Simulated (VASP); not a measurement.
Runs of VASP 6.6.1 on Se. The structure is trigonal, space group P3_121 (No. 152). The conventional cell has a = 4.520 Å, b = 4.520 Å, c = 5.045 Å, α = 90.00°, β = 90.00°, γ = 120.00°. Se (site symmetry 2) has 2 Se at 2.40 Å within 3.2 Å. 

```csv
k mesh,smearing,gap on the mesh (eV),pressure (GPa),largest force (eV/Å)
8 × 8 × 6,methfessel-paxton 0.3 eV,1.13,0.1,0.02
12 × 12 × 9,fermi-dirac 0.05 eV,1.15,0.1,0.02
9 × 9 × 7,fermi-dirac 0.05 eV,(a),0.1,0.02
8 × 8 × 6,methfessel-paxton 0.6 eV,1.13,0.0,0.02
8 × 8 × 6,methfessel-paxton 1 eV,1.13,-0.3,0.11
```

Alike in all rows: task single point; level PBE; potentials or basis VASP PAW PBE potentials, release 64 (Se); no spin polarisation; cell as given; cutoff (eV) 520.

**Question.** Estimate the missing entries.

**Answer.** (a) 1.21.

Caveats: so wide a smearing shifts energies and pressures (at least some runs).

A k mesh can miss the band edges, and the runs leave out spin-orbit coupling on Se.
